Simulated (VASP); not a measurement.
Ca: single point with r2SCAN

Crystal: Ca.

```xyz
1
Lattice="-2.2792 2.2792 2.2400 2.2792 -2.2792 2.2400 2.2792 2.2792 -2.2400" Properties=species:S:1:pos:R:3 pbc="T T T"
Ca    0.0000    0.0000    0.0000
```

This cell differs from its parent crystal: strain +0.0175 x Voigt [1, 1, 0, 0, 0, 0].

- Program: VASP 6.6.1
- Task: single point
- Functional: r2SCAN
- Potentials or basis: VASP PAW PBE potentials, release 64 (Ca_sv)
- Cutoff: 520 eV
- k mesh: 16 × 16 × 16
- Occupations: gaussian, width 0.15 eV
- Spin: no spin polarisation
- Dipole correction: no
- Further INCAR settings: ALGO = Normal; EDIFF = 1e-06; NBANDS = 11

```
Pressure               : -1.1 GPa
Band gap on the k mesh : zero (bands 5 and 6 overlap by 0.62 eV)
```

Levels at points of the mesh, in eV from the Fermi level:
| k point | band 3 | band 4 | band 5 | band 6 | band 7 | band 8 |
| --- | --- | --- | --- | --- | --- | --- |
| (0.00, 0.00, 0.00) | -24.11 | -24.11 | -4.15 | 2.47 | 2.55 | 2.55 |
| (0.50, 0.00, 0.00) | -24.14 | -24.11 | -0.80 | -0.19 | 1.54 | 3.44 |
| (0.50, 0.50, 0.00) | -24.14 | -24.11 | -0.84 | -0.24 | 1.64 | 3.36 |
| (0.50, 0.50, 0.50) | -24.18 | -24.18 | 0.22 | 0.26 | 3.69 | 3.69 |

Run time: 4.9 min on 1 thread of Intel(R) Xeon(R) 6975P-C (Granite Rapids), on a shared host, peak memory 0.3 GiB.

Caveat: the cell differs from its parent crystal (strain +0.0175 x Voigt [1, 1, 0, 0, 0, 0]); the PAW data sets were made with another functional, which shifts forces and pressure a little.
